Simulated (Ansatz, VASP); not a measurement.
## Two plane-wave programs on WC

```
W C
1.0
     2.72689    0.00000    0.00000
     0.00000    2.72689    0.00000
     0.00000    0.00000    2.74136
W C
1 1
Direct
  0.00000 0.00000 0.00000
  0.50000 0.50000 0.50000
```

Alike in both runs: functional PBE; k mesh 7 × 7 × 4; occupations gaussian, width 0.2 eV; no spin polarisation.

Ansatz relaxed the structure, and its values are those at the end. VASP's run is a single point on that final structure, the one shown.

|  | VASP | Ansatz |
| --- | --- | --- |
| version | VASP 6.6.1 | Ansatz 0.2.0 |
| potentials or method | VASP PAW PBE potentials, release 64 (W_sv, C), cutoff 600 eV | scalar-relativistic, plane waves, PAW |
| valence electrons in the cell | 18 | 18 |

```tsv
	VASP	Ansatz	Ansatz less VASP
gap on the k mesh at the Fermi level (eV)	none	none	-
pressure (GPa)	1.1	-0.1	-1.24
```

A gap of «none» marks a metal or a gap that the smearing closes.

The k mesh is coarse, so the values compare programs but aren't converged. Spin-orbit coupling is off throughout.
